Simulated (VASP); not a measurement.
Write the native input for VASP 6.6.1 that does the following.

```
Task                   : single point
Functional             : r2SCAN
Potentials or basis    : VASP PAW PBE potentials, release 64 (Si, C)
Cutoff                 : 520 eV
k mesh                 : 9 × 9 × 6
Occupations            : gaussian, width 0.02 eV
Spin                   : no spin polarisation
Dipole correction      : no
Further INCAR settings : ALGO = Normal; EDIFF = 1e-07; NBANDS = 16
```

The system is SiC.

```
CELL_PARAMETERS angstrom
3.10545 0.00000 0.00000
-1.55272 2.68940 0.00000
0.00000 0.00000 5.09945
ATOMIC_POSITIONS crystal
Si 0.33333 0.66667 0.00462
Si 0.66667 0.33333 0.50462
C 0.33333 0.66667 0.38038
C 0.66667 0.33333 0.88038
```

One way to write it, as run:

POSCAR

```
SiC
1.0
    3.1054470577      0.0000000000      0.0000000000
   -1.5527235288      2.6893960420      0.0000000000
    0.0000000000      0.0000000000      5.0994471169
Si C
2 2
Direct
    0.3333333333      0.6666666667      0.0046226564
    0.6666666667      0.3333333333      0.5046226564
    0.3333333333      0.6666666667      0.3803773436
    0.6666666667      0.3333333333      0.8803773436
```

INCAR.step1

```
SYSTEM = SiC
PREC     = Accurate       ! precision mode
ENCUT    = 520            ! plane-wave cutoff, eV
ISMEAR   = 0              ! smearing method
SIGMA    = 0.02           ! smearing width, eV
LREAL    = .False.        ! projectors in reciprocal space
LASPH    = .True.         ! aspherical terms in the spheres
NELM     = 100            ! most SCF steps
NBANDS   = 16             ! bands
GGA      = PE             ! functional
ALGO     = Normal         ! electronic algorithm
EDIFF    = 1E-4           ! SCF threshold, eV
LWAVE    = .True.         ! write WAVECAR
LCHARG   = .False.        ! write CHGCAR
```

INCAR.step2

```
SYSTEM = SiC
PREC     = Accurate       ! precision mode
ENCUT    = 520            ! plane-wave cutoff, eV
EDIFF    = 1E-7           ! SCF threshold, eV
ISMEAR   = 0              ! smearing method
SIGMA    = 0.02           ! smearing width, eV
LREAL    = .False.        ! projectors in reciprocal space
LASPH    = .True.         ! aspherical terms in the spheres
NELM     = 100            ! most SCF steps
ALGO     = Normal         ! electronic algorithm
ISIF     = 2              ! what is computed and relaxed
LWAVE    = .False.        ! write WAVECAR
LCHARG   = .False.        ! write CHGCAR
METAGGA  = R2SCAN         ! meta-GGA
LMIXTAU  = .True.       
NBANDS   = 16             ! bands
ISTART   = 1
```

KPOINTS

```
regular mesh
0
Gamma
  9 9 6
  0 0 0
```

Potentials or basis: VASP PAW PBE potentials, release 64 (Si, C).

Run with:

```sh
$ cat potpaw_PBE.64/Si/POTCAR potpaw_PBE.64/C/POTCAR > POTCAR
$ cp INCAR.step1 INCAR
$ mpirun -np 1 vasp_std > vasp.out
$ cp INCAR.step2 INCAR
$ mpirun -np 1 vasp_std > vasp.out
```

Results of the run:

The pressure is -6.5 GPa, the largest force is 0.007 eV/Å and the band gap on the k mesh is 2.70 eV (least direct gap 4.45 eV).

Caveat: the cell stands under tension; the PAW data sets were made with another functional, which shifts forces and pressure a little; an odd mesh through Γ misses points on the zone boundary, where band edges can lie.

Run time: 2.6 min on 1 thread of Intel Xeon 8259CL (shared host), peak memory 0.17 GiB.
